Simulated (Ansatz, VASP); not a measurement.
## LiOsRu3: VASP beside Ansatz

```xyz
5
Lattice="3.8793 0.0000 0.0000 0.0000 3.8793 0.0000 0.0000 0.0000 5.5496" Properties=species:S:1:pos:R:3 pbc="T T T"
Li    0.0000    0.0000   -0.4742
Ru    1.9396    1.9396    6.0137
Ru    0.0000    1.9396    2.1858
Ru    1.9396    0.0000    2.1858
Os    1.9396    1.9396    3.7408
```

Alike in both runs: functional PBE; k mesh 4 × 4 × 4; occupations gaussian, width 0.1 eV; no spin polarisation.

Ansatz relaxed the structure, and its values are those at the end. VASP's run is a single point on that final structure, the one shown.

```csv
,VASP,Ansatz
version,VASP 6.6.1,Ansatz 0.2.0
potentials or method,"VASP PAW PBE potentials, release 64 (Li_sv, Ru_pv, Os), cutoff 520 eV","scalar-relativistic, plane waves, PAW"
valence electrons in the cell,53,67
```

VASP gave:

```
gap on the k mesh at the Fermi level (eV) : none
rms of the force components (eV/Å)        : 0.064
```

Task: What did Ansatz give for the same quantities?

Result: gap on the k mesh at the Fermi level (eV): none; rms of the force components (eV/Å): 0.011.

A gap of «none» marks a metal or a gap that the smearing closes. VASP's potentials hold 53 valence electrons a cell and Ansatz's 67, so a difference there can come from the potentials and not from the codes.

The k mesh is coarse, so the values compare programs but aren't converged. Spin-orbit coupling is off throughout. Noted on VASP's run: the cutoff is short for stress, so the pressure is rough.
